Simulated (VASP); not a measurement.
Set up this calculation in VASP 6.6.1, as the native input.

| Property | Result |
| --- | --- |
| Task | single point |
| Functional | LDA |
| Potentials or basis | VASP PAW LDA potentials, release 64 (Rh_pv) |
| Cutoff | 520 eV |
| k mesh | 16 × 16 × 1 |
| Occupations | fermi-dirac, width 0.08 eV |
| Spin | no spin polarisation |
| Dipole correction | yes |
| Further INCAR settings | ALGO = Normal; EDIFF = 1e-06; NBANDS = 46 |

The structure of Rh lies in POSCAR:

```
Rh
1.0
    2.6548623924      0.0000000000      0.0000000000
   -1.3274311962      2.2991782754      0.0000000000
    0.0000000000      0.0000000000     24.6707000000
Rh
5
Direct
    0.8333333333      0.1666666667      0.3261591126
    0.1666666667      0.8333333333      0.4122699697
    0.5000000000      0.5000000000      0.5000000013
    0.8333333333      0.1666666667      0.5877300359
    0.1666666667      0.8333333333      0.6738408805
```

The input as run:

INCAR

```
PREC = Accurate
ENCUT = 520
EDIFF = 1E-6
ISMEAR = -1
SIGMA = 0.08
LREAL = False
LASPH = True
NELM = 100
ALGO = Normal
ISIF = 2
LWAVE = False
LCHARG = False
LDIPOL = True
IDIPOL = 3
DIPOL = 0.5 0.5 0.500
GGA = CA
NBANDS = 46
```

KPOINTS

```
regular mesh
0
Gamma
  16 16 1
```

Potentials or basis: VASP PAW LDA potentials, release 64 (Rh_pv).

Launch:

```sh
$ cat potpaw_LDA.64/Rh_pv/POTCAR > POTCAR
$ mpirun -np 1 vasp_std > vasp.out
```

It gave:

```json
{
  "Largest force": "0.048 eV/Å",
  "Band gap on the k mesh": "zero (an odd number of electrons rules out a gap without spin polarisation)"
}
```

It took 3.9 min on 1 thread of Intel(R) Xeon(R) Platinum 8488C (Sapphire Rapids) (shared host), peak memory 0.3 GiB.
